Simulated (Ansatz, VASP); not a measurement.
**One calculation of Al, two programs**

INCAR

```
PREC = Accurate
ENCUT = 520
EDIFF = 1E-6
ISMEAR = 0
SIGMA = 0.15
LREAL = False
LASPH = True
NELM = 60
ALGO = Fast
ISIF = 2
LWAVE = False
LCHARG = True
GGA = PE
IVDW = 12
LELF = True
LVHAR = True
NBANDS = 8
```

Contents of KPOINTS:

```
Automatic mesh
0
Gamma
  20 20 20
```

The input POSCAR:

```
Al
1.0
   -0.1393715455      1.9910220790      2.1303936245
    1.8516505335      0.0000000000      1.9910220790
    1.9910220790      1.9910220790     -0.1393715455
Al
1
Direct
    0.0000000000      0.0000000000      0.0000000000
```

Input for Ansatz:

```yaml
crystal:
  lattice:
    - [-0.1393715455, 1.991022079, 2.1303936245]
    - [1.8516505335, 0.0, 1.991022079]
    - [1.991022079, 1.991022079, -0.1393715455]
  atoms:
    - { symbol: Al, position: [0.0, 0.0, 0.0] }
basis:
  ecutwfc: 420
kpoints:
  mp_grid: { grid: [20, 20, 20] }
hamiltonian:
  xc: pbe
  pseudopotentials: { kind: paw, azcp: { folder: soft_1 } }
  dispersion: d3bj
scf:
  occupations: { method: gaussian, width: 0.15 }
output:
  forces: true
  stress: true
  eigenvalues: true
```

Change from the starting cell: engineering shear strain xz -0.1400, normal strain along z +0.0700.

Alike in both runs: task single point; functional PBE; dispersion D3(BJ); k mesh 20 × 20 × 20; occupations gaussian, width 0.15 eV; no spin polarisation.

|  | VASP | Ansatz |
| --- | --- | --- |
| version | VASP 6.6.1 | Ansatz 0.2.0 |
| potentials or method | VASP PAW PBE potentials, release 64 (Al), cutoff 520 eV | scalar-relativistic, plane waves, PAW |
| valence electrons in the cell | 3 | 3 |

|  | VASP | Ansatz | Ansatz less VASP |
| --- | --- | --- | --- |
| gap on the k mesh at the Fermi level (eV) | none | none | - |
| pressure (GPa) | -3.2 | -3.2 | +0.01 |
| traceless stress, the component that is largest in VASP (GPa) | 3.94 | 3.95 | +0.009 |

A gap of «none» marks a metal or a gap that the smearing closes.
